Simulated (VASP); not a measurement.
Runs of VASP 6.6.1 on TaN. The structure is that of space group P6/mmm (No. 191), or close to it. The cells are those of the table. 

```tsv
cell	gap on the mesh (eV)	pressure (GPa)
a = 5.134, b = 5.134, c = 2.940 Å, angles 90.0, 90.0, 120.0°, 6 atoms	none	8.8
a = 5.134, b = 5.134, c = 2.938 Å, angles 90.0, 90.0, 120.0°, 6 atoms	none	(a)
a = 5.344, b = 5.344, c = 2.877 Å, angles 90.0, 90.0, 120.0°, 6 atoms	none	-5.2
a = 5.449, b = 5.449, c = 2.835 Å, angles 90.0, 90.0, 120.0°, 6 atoms	none	-8.8
```

Alike in all rows: task single point; level r2SCAN; potentials or basis VASP PAW PBE potentials, release 64 (Ta_pv, N); no spin polarisation; k mesh 12 × 12 × 12; cutoff (eV) 520; smearing gaussian 0.1 eV.

Fill in the values left out.

(a) 9.0.

Caveats: the PAW data sets were made with another functional, which shifts forces and pressure a little; spin-orbit coupling is left out, which moves the levels of the heavy elements; the stress differs along the axes, from 2 to 12 GPa (at least some runs); the stress differs along the axes, from -9 to 2 GPa (at least some runs); the stress differs along the axes, from -17 to 7 GPa (at least some runs).

A k mesh can miss the band edges, and the runs leave out spin-orbit coupling on Ta.

A gap of «none» marks levels without a gap at the run's occupations.
